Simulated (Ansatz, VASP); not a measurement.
## Mo: VASP beside Ansatz

The input INCAR:

```
ALGO = Normal ; EDIFF = 1E-6
ENCUT = 520 ; GGA = PS
ISIF = 2 ; ISMEAR = 1
IVDW = 12 ; LASPH = True
LCHARG = False ; LREAL = False
LWAVE = False ; NBANDS = 13
NELM = 60 ; PREC = Accurate
SIGMA = 0.05
```

KPOINTS

```
k-points
0
Gamma
  12 12 11
```

Contents of POSCAR:

```
Mo
1.0
    2.7171503193      0.0000000000      0.0000000000
   -1.3585751596      2.3531210511      0.0000000000
    0.0000000000      0.0000000000      2.5380316175
Mo
1
Direct
    0.0000000000      0.0000000000      0.5000000000
```

Input for Ansatz:

```yaml
crystal:
  lattice:
    - [2.7171503192953734, 0.0, 0.0]
    - [-1.3585751596476867, 2.3531210511266436, 0.0]
    - [0.0, 0.0, 2.538031617507328]
  atoms:
    - { symbol: Mo, position: [0.0, 0.0, 0.5] }
basis:
  ecutwfc: 500.0
kpoints:
  mp_grid:
    grid: [12, 12, 11]
hamiltonian:
  xc: pbesol
  dispersion: d3bj
  pseudopotentials:
    kind: paw
scf:
  occupations:
    method: cold
    width: 0.05
output:
  stress: true
```

Alike in both runs: task single point; functional PBEsol; dispersion D3(BJ); k mesh 12 × 12 × 11; no spin polarisation.

|  | VASP | Ansatz |
| --- | --- | --- |
| version | VASP 6.6.1 | Ansatz 0.2.0 |
| potentials or method | VASP PAW PBE potentials, release 64 (Mo_sv), cutoff 520 eV | plane waves, PAW |
| occupations | methfessel-paxton of order 1, width 0.05 eV | cold, width 0.05 eV |
| valence electrons in the cell | 14 | 14 |

Ansatz gave:

- pressure (GPa): -7.2
- traceless stress, the component that is largest in VASP (GPa): -6.89

Question: Estimate VASP's values.

Answer: Pressure (GPa): -6.6; traceless stress, the component that is largest in VASP (GPa): -6.76.

VASP's potentials were made for PBE, not for PBEsol.
